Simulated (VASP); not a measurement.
# TiAl (lda): relaxation of cell and atoms with LDA

TiAl (lda):

```xyz
2
Lattice="3.1791 0.0000 0.0000 0.0000 3.1791 0.0000 0.0000 0.0000 3.1791" Properties=species:S:1:pos:R:3 pbc="T T T"
Ti    0.0000    0.0000    0.0000
Al    1.5895    1.5895    1.5895
```

```yaml
Program: VASP 6.6.1
Task: relaxation of cell and atoms
Functional: LDA
Potentials_or_basis: VASP PAW LDA potentials, release 64 (Ti_sv, Al)
Cutoff: 600 eV
k_mesh: 14 × 14 × 14
Occupations: gaussian, width 0.1 eV
Spin: no spin polarisation
Dipole_correction: no
Further_INCAR_settings: ALGO = Normal; EDIFF = 1e-06; IBRION = 2; EDIFFG = -0.002; NSW = 100; ISIF = 3
```

```json
{
 "Relaxed volume": "15.27 Å³/atom",
 "Relaxed cell": "a = 3.126 Å, b = 3.126 Å, c = 3.126 Å, α = 90.00°, β = 90.00°, γ = 90.00°",
 "Space group after relaxing (to 0.05 Å)": "Pm-3m (No. 221)",
 "Energy gained by relaxing": "15.0 meV/atom",
 "Ionic steps": "3",
 "Pressure after relaxing": "0.0 GPa"
}
```

The path:
| step | energy change (eV) | largest force (eV/Å) | pressure (GPa) | volume (Å³) |
| --- | --- | --- | --- | --- |
| 1 | 0.0000 | 0.0000 | -5.85 | 32.13 |
| 2 | -0.0148 | 0.0000 | 4.66 | 29.48 |
| 3 | -0.0299 | 0.0000 | -0.01 | 30.55 |

Final structure:
```
Ti Al
1.0
     3.12602    0.00000    0.00000
     0.00000    3.12602    0.00000
     0.00000    0.00000    3.12602
Ti Al
1 1
Direct
  0.00000 0.00000 0.00000
  0.50000 0.50000 0.50000
```

Levels at points of the mesh, in eV from the Fermi level:
```
           k point  band 5  band 6  band 7  band 8  band 9  band 10
(0.00, 0.00, 0.00)   -9.42   -1.54   -1.54    1.86    1.86     1.86
(0.50, 0.00, 0.00)   -6.03   -5.27   -0.60    0.12    0.12     2.09
(0.50, 0.50, 0.00)   -5.15   -2.03   -2.03   -1.50    0.69     0.69
(0.50, 0.50, 0.50)   -3.24   -3.24   -3.24    0.86    3.00     3.00
```

Run time: 95 s on 1 thread of Intel Xeon 6975P-C, on a shared host, peak memory 0.2 GiB.
